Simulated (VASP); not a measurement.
# Nd3Si2I in VASP: further runs

The runs below take Nd3Si2I through single point, relaxation of shape and atoms at fixed volume, with PBE.

Program: VASP 6.6.1. These are calculated values, not measurements. Logs are shortened: lines on timing, memory, paths and dates and some standing lists are left out, and cuts for length are marked.

### Step 1. The cell of the first run

It takes space group P-3m1 (No. 164, trigonal). Conventional cell: a = 4.434 Å, b = 4.434 Å, c = 11.685 Å, α = 90.00°, β = 90.00°, γ = 120.00°. Within 3.9 Å of Nd (site symmetry 3m) lie 3 Si at 2.95 Å and 3 I at 3.62 Å. Nd (site symmetry -3m) has 6 Si at 3.14 Å and 6 Nd at 4.17 Å within 4.2 Å. Si (site symmetry 3m) has 6 Nd at 2.95 to 3.14 Å within 3.9 Å. Within 4.8 Å of I (site symmetry -3m) lie 6 Nd at 3.62 Å and 6 I at 4.43 Å and 6 Si at 4.76 Å.

### Step 2. Single point, PBE (33.16 Å³/atom)

File INCAR:

```
PREC = Accurate
ENCUT = 500
EDIFF = 1E-6
ISMEAR = 0
SIGMA = 0.1
LREAL = F
LASPH = T
NELM = 200
ALGO = Normal
ISIF = 2
LWAVE = F
LCHARG = F
GGA = PE
NBANDS = 33
GGA_COMPAT = F
LMAXMIX = 6
```

File KPOINTS:

```
Automatic mesh
0
Gamma
  12 12 4
```

File POSCAR:

```
Nd3Si2I
1.0
    4.4340003068      0.0000000000      0.0000000000
   -2.2170001534      3.8399569060      0.0000000000
    0.0000000000      0.0000000000     11.6854063399
Nd Si I
3 2 1
Direct
    0.3333333333      0.6666666667      0.2184529701
    0.0000000000      0.0000000000      0.5000000000
    0.6666666667      0.3333333333      0.7815470299
    0.3333333333      0.6666666667      0.6563119516
    0.6666666667      0.3333333333      0.3436880484
    0.0000000000      0.0000000000      0.0000000000
```

Potentials or basis: VASP PAW PBE potentials, release 64 (Nd_3, Si, I), 4f in core.

On the command line:

```console
$ cat potpaw_PBE.64/Nd_3/POTCAR potpaw_PBE.64/Si/POTCAR potpaw_PBE.64/I/POTCAR > POTCAR
$ mpirun -np 1 vasp_std > vasp.out
```

OUTCAR:

```text
PREC = Accurate
   ENCUT = 500
   EDIFF = 1E-6
   ISMEAR = 0
   LREAL = F
   LASPH = T
   NELM = 200
   ISIF = 2
   GGA = PE

 ion  position               nearest neighbor table
   1  0.333  0.667  0.218-   5 2.95   5 2.95   5 2.95   6 3.62   6 3.62   6 3.62
   2  0.000  0.000  0.500-   4 3.14   5 3.14   4 3.14   5 3.14   5 3.14   4 3.14
   3  0.667  0.333  0.782-   4 2.95   4 2.95   4 2.95   6 3.62   6 3.62   6 3.62
   4  0.333  0.667  0.656-   3 2.95   3 2.95   3 2.95   2 3.14   2 3.14   2 3.14
   5  0.667  0.333  0.344-   1 2.95   1 2.95   1 2.95   2 3.14   2 3.14   2 3.14
   6  0.000  0.000  0.000-   1 3.62   3 3.62   1 3.62   3 3.62   3 3.62   1 3.62

  LATTYP: Found a hexagonal cell.
 ALAT       =     4.4340003068
 C/A-ratio  =     2.6354094568

  Lattice vectors:

 A1 = (   4.4340003068,   0.0000000000,   0.0000000000)
 A2 = (  -2.2170001534,   3.8399569060,   0.0000000000)
 A3 = (   0.0000000000,   0.0000000000,  11.6854063399)

Analysis of symmetry for initial positions (statically):
=====================================================================
 Subroutine PRICEL returns:
 Original cell was already a primitive cell.

 Routine SETGRP: Setting up the symmetry group for a
 hexagonal supercell.

 Subroutine GETGRP returns: Found 12 space group operations
 (whereof 12 operations were pure point group operations)
 out of a pool of 24 trial point group operations.

The static configuration has the point symmetry D_3d.

Analysis of symmetry for dynamics (positions and initial velocities):
=====================================================================
 Subroutine PRICEL returns:
 Original cell was already a primitive cell.

 Routine SETGRP: Setting up the symmetry group for a
 hexagonal supercell.

 Subroutine GETGRP returns: Found 12 space group operations
 (whereof 12 operations were pure point group operations)
 out of a pool of 24 trial point group operations.

The dynamic configuration has the point symmetry D_3d.

 Subroutine INISYM returns: Found 12 space group operations
 (whereof 12 operations are pure point group operations),
 and found     1 'primitive' translations

----------------------------------------------------------------------------------------

                                     Primitive cell
[... 98 lines left out ...]
   NELM   =    200;   NELMIN=  2; NELMDL= -5     # of ELM steps
   EDIFF  = 0.1E-05   stopping-criterion for ELM
   LREAL  =      F    real-space projection
   EDIFFG = 0.1E-04   stopping-criterion for IOM
   NSW    =      0    number of steps for IOM
   IBRION =     -1    ionic relax: 0-MD 1-quasi-New 2-CG
   NFREE  =      0    steps in history (QN), initial steepest desc. (CG)
   ISIF   =      2    stress and relaxation
   ISYM   =      2    0-nonsym 1-usesym 2-fastsym
   POTIM  = 0.5000    time-step for ionic-motion
   TEBEG  =    0.0;   TEEND  =   0.0 temperature during run
   PSTRESS=    0.0 pullay stress
   NELECT =      48.0000    total number of electrons
   NUPDOWN=      -1.0000    fix difference up-down
   EMIN   =  10.00;   EMAX   =-10.00  energy-range for DOS
   EFERMI =   0.00;   METHOD = LEGACY
   ISMEAR =     0;   SIGMA  =   0.10  broadening in eV -4-tet -1-fermi 0-gaus
   EFERMI_NEDOS =   21; number of points for ismear=-14 and -15
   IALGO  =     38    algorithm
   IMIX   =      4    mixing-type and parameters
     AMIX     =   0.40;   BMIX     =  1.00
     AMIX_MAG =   1.60;   BMIX_MAG =  1.00
  volume/ion in A,a.u.               =      33.16       223.77
  Fermi-wavevector in a.u.,A,eV,Ry     =   1.019139  1.925893 14.131604  1.038644
  Thomas-Fermi vector in A             =   2.152636
   LORBIT       =      0    0 simple, 1 ext, 2 COOP (PROOUT), +10 PAW based schemes
   GGA     = PE    functional components
   LHFCALC =     F    Hartree Fock is set to
   AEXX    =    0.0000 exact exchange contribution
   IVDW    =     0    specifies the selected vdW correction
   LEPSILON=     F    determine dielectric tensor
   LRPA    =     F    only Hartree local field effects (RPA)
 non-spin polarized calculation
 Gauss-broadening in eV      SIGMA  =   0.10
  energy-cutoff  :      500.00
  volume of cell :      198.96
 maximum number of plane-waves:      5077
   NGX = 17   NGY = 17   NGZ = 43

 number of electron      48.0000001 magnetization

 Free energy of the ion-electron system (eV)
  ---------------------------------------------------
  ext. energy  EPLUGINS =         0.00000000
  ---------------------------------------------------
  free energy    TOTEN  =       -31.21435927 eV

  energy without entropy =      -31.20495658  energy(sigma->0) =      -31.20965793

 E-fermi :   3.5167     XC(G=0):  -9.0246

 val. band max:        3.5053381543   @ k =   0.5000   0.0000   0.2500
 cond. band min:       3.5222364152   @ k =   0.4167  -0.0000   0.0000
 fundamental gap:      0.0168982609
 Fermi energy:         3.5167011799

 k-point     1 :       0.0000    0.0000    0.0000
  band No.  band energies     occupation
      1     -34.5592      2.00000
      2     -34.5590      2.00000
      3     -33.8778      2.00000
      4     -15.7773      2.00000
      5     -15.7720      2.00000
      6     -15.5781      2.00000
[... 853 lines left out ...]
     32       6.2364      0.00000
     33       6.6183      0.00000

 [... further k-points ...]

------------------------ aborting loop because EDIFF is reached ----------------------------------------

  FORCE on cell =-STRESS in cart. coord.  units (eV):
  Direction    XX          YY          ZZ          XY          YZ          ZX
  --------------------------------------------------------------------------------------
  -------------------------------------------------------------------------------------
  Total       -3.8494315     -3.8494315     -3.7906718      0.0000000      0.0000000      0.0000000
  in kB      -30.9985438    -30.9985438    -30.5253659      0.0000000      0.0000000      0.0000000
  external PRESSURE =     -30.8408178 kB  Pullay stress =       0.0000000 kB

 VOLUME and BASIS-vectors are now :
 -----------------------------------------------------------------------------
  energy-cutoff  :      500.00
  volume of cell :      198.96
      direct lattice vectors                 reciprocal lattice vectors
     4.434000307  0.000000000  0.000000000     0.225529980  0.130209795  0.000000000
    -2.217000153  3.839956906  0.000000000     0.000000000  0.260419589  0.000000000
     0.000000000  0.000000000 11.685406340     0.000000000  0.000000000  0.085576827

 POSITION                                       TOTAL-FORCE (eV/Angst)
 -----------------------------------------------------------------------------------
     -0.00000      2.55997      2.55271         0.000000      0.000000     -0.006859
      0.00000      0.00000      5.84270        -0.000000      0.000000     -0.000000
      2.21700      1.27999      9.13269        -0.000000      0.000000      0.006859
     -0.00000      2.55997      7.66927         0.000000      0.000000     -0.005662
      2.21700      1.27999      4.01613        -0.000000     -0.000000      0.005662
      0.00000      0.00000      0.00000        -0.000000      0.000000     -0.000000
 -----------------------------------------------------------------------------------
    total drift:                               -0.000000      0.000000      0.000000

  FREE ENERGIE OF THE ION-ELECTRON SYSTEM (eV)
  ---------------------------------------------------
  free  energy   TOTEN  =       -31.2143592742 eV

  energy  without entropy=      -31.2049565844  energy(sigma->0) =      -31.20965793
```

Run time: 6.7 min. Hardware: 1 thread of Intel Xeon Platinum 8259CL at 2.50GHz (Skylake/Cascade Lake), shared host; peak memory 0.55 GiB.

What came out:

```
Free energy            : -31.2144 eV
Pressure               : -3.1 GPa
Largest force          : 0.007 eV/Å
Band gap on the k mesh : zero (bands 24 and 25 overlap by 0.04 eV)
```

Forces in eV/Å, atoms in the order of the input:
```
Nd   0.000  0.000 -0.007
Nd   0.000  0.000  0.000
Nd   0.000  0.000  0.007
Si   0.000  0.000 -0.006
Si   0.000  0.000  0.006
I    0.000  0.000  0.000
```

Levels at points of the mesh, in eV from the Fermi level:
| k point | band 21 | band 22 | band 23 | band 24 | band 25 | band 26 | band 27 | band 28 |
| --- | --- | --- | --- | --- | --- | --- | --- | --- |
| (0.00, 0.00, 0.00) | -0.82 | -0.42 | 0.02 | 0.02 | 1.26 | 1.26 | 1.36 | 1.73 |
| (0.50, 0.00, 0.00) | -0.70 | -0.69 | -0.61 | -0.16 | 0.05 | 1.60 | 2.16 | 2.28 |
| (0.00, 0.00, 0.50) | -0.68 | -0.68 | -0.22 | -0.22 | 1.36 | 1.36 | 1.39 | 1.64 |
| (0.50, 0.00, 0.50) | -0.75 | -0.63 | -0.61 | -0.08 | -0.02 | 1.53 | 1.60 | 3.09 |

Caveat: the cell stands under tension; spin-orbit coupling is left out, which moves the levels of the heavy elements; the 4f electrons are frozen in the core, so they carry no moment and show no levels; the run has no spin polarisation, though such a crystal can be magnetic.

### Step 3. Single point, PBE

This run uses another cell than the first one: it holds 12 atoms, not 6.

File INCAR:

```
SYSTEM = Nd3Si2I
ALGO     = Normal         ! electronic algorithm
EDIFF    = 1E-6           ! SCF threshold, eV
ENCUT    = 500            ! plane-wave cutoff, eV
GGA      = PE             ! functional
GGA_COMPAT= .False.      
ISIF     = 2              ! what is computed and relaxed
ISMEAR   = 0              ! smearing method
LASPH    = .True.         ! aspherical terms in the spheres
LCHARG   = .True.         ! write CHGCAR
LELF     = .True.         ! ELF
LMAXMIX  = 6              ! l up to which the mixer works
LREAL    = .False.        ! projectors in reciprocal space
LVHAR    = .True.       
LWAVE    = .False.        ! write WAVECAR
NBANDS   = 60             ! bands
NELM     = 200            ! most SCF steps
PREC     = Accurate       ! precision mode
SIGMA    = 0.2            ! smearing width, eV
```

File KPOINTS:

```
k-points
0
Gamma
  6 6 1
  0 0 0
```

File POSCAR:

```
Nd3Si2I
1.0
    4.3033114155     -0.0009512747     -0.0005350137
   -2.1525091921      3.7306119707     -0.0004765046
   -0.0011907151     -0.0036940509     22.5039001067
Nd Si I
6 4 2
Direct
    0.3334928339      0.6665096275      0.1043323253
    0.3333043838      0.6670904406      0.6043525235
   -0.0003643268     -0.0006375995      0.2499846396
   -0.0003100085      0.0002644675      0.7500157217
    0.6662663234      0.3326285459      0.3956343545
    0.6665657773      0.3335445779      0.8956605265
    0.3333794902      0.6665106346      0.3288467485
    0.3335182215      0.6671231427      0.8288835687
    0.6668447211      0.3331142876      0.1711227144
    0.6667463397      0.3335384181      0.6711591654
    0.0000276055     -0.0000511925      0.5000089578
    0.0005286390      0.0003646497     -0.0000012458
```

Potentials or basis: VASP PAW PBE potentials, release 64 (Nd_3, Si, I), 4f in core.

On the command line:

```console
$ cat potpaw_PBE.64/Nd_3/POTCAR potpaw_PBE.64/Si/POTCAR potpaw_PBE.64/I/POTCAR > POTCAR
$ mpirun -np 1 vasp_std > vasp.out
```

Run time: 12 min. Hardware: 1 thread of Intel Xeon Platinum 8259CL at 2.50GHz (Skylake/Cascade Lake), shared host; peak memory 0.62 GiB.

It converged, with:

```
Free energy            : -62.7963 eV
Pressure               : 0.2 GPa
Largest force          : 0.007 eV/Å
Band gap on the k mesh : zero (bands 48 and 49 overlap by 0.22 eV)
```

Forces in eV/Å, atoms in the order of the input:
```
Nd   0.001  0.000  0.005
Nd   0.003 -0.002  0.006
Nd   0.003  0.004  0.000
Nd   0.005  0.001  0.000
Nd   0.001  0.005 -0.004
Nd   0.001  0.002 -0.004
Si  -0.002 -0.006  0.001
Si  -0.002 -0.002 -0.001
Si  -0.003 -0.001 -0.001
Si  -0.005  0.001 -0.002
I   -0.001  0.000 -0.001
I   -0.002 -0.002  0.000
```

Levels at points of the mesh, in eV from the Fermi level:
| k point | band 46 | band 47 | band 48 | band 49 | band 50 | band 51 |
| --- | --- | --- | --- | --- | --- | --- |
| (0.00, 0.00, 0.00) | -0.26 | 0.13 | 0.13 | 1.08 | 1.19 | 1.20 |
| (0.50, 0.00, 0.00) | -0.65 | -0.40 | -0.16 | -0.09 | 0.12 | 1.29 |
| (0.00, 0.50, 0.00) | -0.64 | -0.40 | -0.16 | -0.08 | 0.13 | 1.29 |
| (0.50, 0.50, 0.00) | -0.65 | -0.40 | -0.16 | -0.09 | 0.12 | 1.29 |

Caveat: spin-orbit coupling is left out, which moves the levels of the heavy elements; the 4f electrons are frozen in the core, so they carry no moment and show no levels; the run has no spin polarisation, though such a crystal can be magnetic. Spin polarisation is off, so any magnetic state and its effect on volume and gap are missing.

### Step 4. Relaxation of shape and atoms at fixed volume, PBE (26.53 Å³/atom)

This run uses another cell than the first one, of 26.53 Å³/atom.

File INCAR:

```
  PREC = Accurate
  ENCUT = 500
  EDIFF = 1E-7
  ISMEAR = 0
  SIGMA = 0.1
  LREAL = False
  LASPH = True
  NELM = 200
  ALGO = Normal
  ISIF = 4
  LWAVE = False
  LCHARG = False
  GGA = PE
  IBRION = 2
  NSW = 50
  EDIFFG = -0.01
  GGA_COMPAT = False
  NELMIN = 4
  LMAXMIX = 6
```

File KPOINTS:

```
Automatic mesh
0
Gamma
  12 12 4
```

File POSCAR:

```
Nd3Si2I
1.0
    4.1410332702      0.0000000000      0.0000000000
   -2.0705166351      3.5862400100      0.0000000000
    0.0000000000      0.0000000000     10.7178531908
Nd Si I
3 2 1
Direct
    0.3333333333      0.6666666667      0.2012393646
    0.0000000000      0.0000000000      0.5000000000
    0.6666666667      0.3333333333      0.7987606354
    0.3333333333      0.6666666667      0.6583154866
    0.6666666667      0.3333333333      0.3416845134
    0.0000000000      0.0000000000      0.0000000000
```

On the command line:

```console
$ cat potpaw_PBE.64/Nd_3/POTCAR potpaw_PBE.64/Si/POTCAR potpaw_PBE.64/I/POTCAR > POTCAR
$ mpirun -np 1 vasp_std > vasp.out
```

It took 19 min on 1 thread of Intel Xeon Platinum 8259CL at 2.50GHz (Skylake/Cascade Lake), shared host; peak memory 0.46 GiB.

Results (log left out):

```yaml
Free_energy: -30.9310 eV
Energy_gained_by_relaxing: 0.9 meV/atom
Ionic_steps: 5
Pressure_after_relaxing: 7.6 GPa
Band_gap_on_the_k_mesh: zero (bands 24 and 25 overlap by 0.40 eV)
```

Forces in eV/Å, atoms in the order of the input:
```
Nd   0.000  0.000 -0.002
Nd   0.000  0.000  0.000
Nd   0.000  0.000  0.002
Si   0.000  0.000  0.001
Si   0.000  0.000 -0.001
I    0.000  0.000  0.000
```

Step by step:
```csv
step,energy change (eV),largest force (eV/Å),pressure (GPa),volume (Å³)
1,0.0000,0.2244,7.88,159.17
2,-0.0041,0.1065,7.71,159.17
3,-0.0049,0.0469,7.59,159.17
4,-0.0052,0.0354,7.59,159.17
5,-0.0057,0.0022,7.57,159.17
```

Final structure:
```
CELL_PARAMETERS angstrom
4.14463 0.00000 0.00000
-2.07231 3.58935 0.00000
0.00000 0.00000 10.69928
ATOMIC_POSITIONS crystal
Nd 0.33333 0.66667 0.19881
Nd 0.00000 0.00000 0.50000
Nd 0.66667 0.33333 0.80119
Si 0.33333 0.66667 0.65846
Si 0.66667 0.33333 0.34154
I 0.00000 0.00000 0.00000
```

Levels at points of the mesh, in eV from the Fermi level:
```csv
k point,band 22,band 23,band 24,band 25,band 26,band 27
"(0.00, 0.00, 0.00)",-0.32,0.33,0.33,0.77,1.04,1.04
"(0.50, 0.00, 0.00)",-0.89,-0.73,-0.62,0.27,1.94,2.08
"(0.00, 0.00, 0.50)",-0.71,-0.32,-0.32,1.30,1.39,1.41
"(0.50, 0.00, 0.50)",-0.91,-0.70,-0.34,-0.08,1.12,2.32
```

Caveat: spin-orbit coupling is left out, which moves the levels of the heavy elements; the 4f electrons are frozen in the core, so they carry no moment and show no levels; the run has no spin polarisation, though such a crystal can be magnetic.

### Step 5. The runs side by side

```tsv
task	cell	k mesh	smearing	gap on the mesh (eV)	pressure (GPa)	largest force (eV/Å)
single point	a = 4.434, b = 4.434, c = 11.685 Å, angles 90.0, 90.0, 120.0°, 6 atoms, atomic positions A	12 × 12 × 4	gaussian 0.1 eV	none	-3.1	0.01
single point	a = 4.303, b = 4.307, c = 22.504 Å, angles 90.0, 90.0, 120.0°, 12 atoms, atomic positions B	6 × 6 × 1	gaussian 0.2 eV	none	0.2	0.01
relaxation of shape and atoms at fixed volume	relaxed from a = 4.141, b = 4.141, c = 10.718 Å, angles 90.0, 90.0, 120.0°, 6 atoms, atomic positions C	12 × 12 × 4	gaussian 0.1 eV	none	7.6	-
```

Alike in all rows: level PBE; potentials or basis VASP PAW PBE potentials, release 64 (Nd_3, Si, I), 4f in core; no spin polarisation; cutoff (eV) 500.

Caveats: spin-orbit coupling is left out, which moves the levels of the heavy elements; the 4f electrons are frozen in the core, so they carry no moment and show no levels; the run has no spin polarisation, though such a crystal can be magnetic; the cell stands under tension (at least some runs).

Total energies depend on the potentials used, so only differences within one code and one set of settings carry meaning.

The gap in the log of VASP goes by the Fermi energy; the results here count the filled bands.